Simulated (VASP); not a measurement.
Runs of VASP 6.6.1 on Al. The structure is that of space group P6_3/mmc (No. 194), or close to it. The cells are those of the table. 

| task | cell | k mesh | cutoff (eV) | smearing | k mesh for the DOS | occupations for the DOS | gap on the mesh (eV) | pressure (GPa) | relaxed volume (Å³/atom) |
| --- | --- | --- | --- | --- | --- | --- | --- | --- | --- |
| single point | a = 2.868, b = 2.868, c = 13.943 Å, angles 90.0, 90.0, 120.0°, 6 atoms | 6 × 6 × 2 | 520 | gaussian 0.1 eV | - | - | none | 0.5 | - |
| relaxation of cell and atoms | relaxed from a = 2.857, b = 2.857, c = 14.129 Å, angles 90.0, 90.0, 120.0°, 6 atoms | 18 × 18 × 4 | 600 | fermi-dirac 0.15 eV | - | - | - | 0.0 | (a) |
| relaxation of cell and atoms | relaxed from a = 2.868, b = 2.868, c = 13.943 Å, angles 90.0, 90.0, 120.0°, 6 atoms | 18 × 18 × 4 | 600 | gaussian 0.1 eV | - | - | - | 0.0 | 16.63 |
| single point | a = 2.856, b = 2.856, c = 14.151 Å, angles 90.0, 90.0, 120.0°, 6 atoms | 18 × 18 × 4 | 520 | fermi-dirac 0.15 eV | - | - | none | 0.0 | - |

Alike in all rows: level PBE; potentials or basis VASP PAW PBE potentials, release 64 (Al); no spin polarisation.

Problem. Fill in the values left out.

Solution. (a) 16.65.

Caveats: some runs use coarse meshes; the bands computed are all filled at some k points, so no gap is given (some runs).

A gap of «none» marks levels without a gap at the run's occupations.
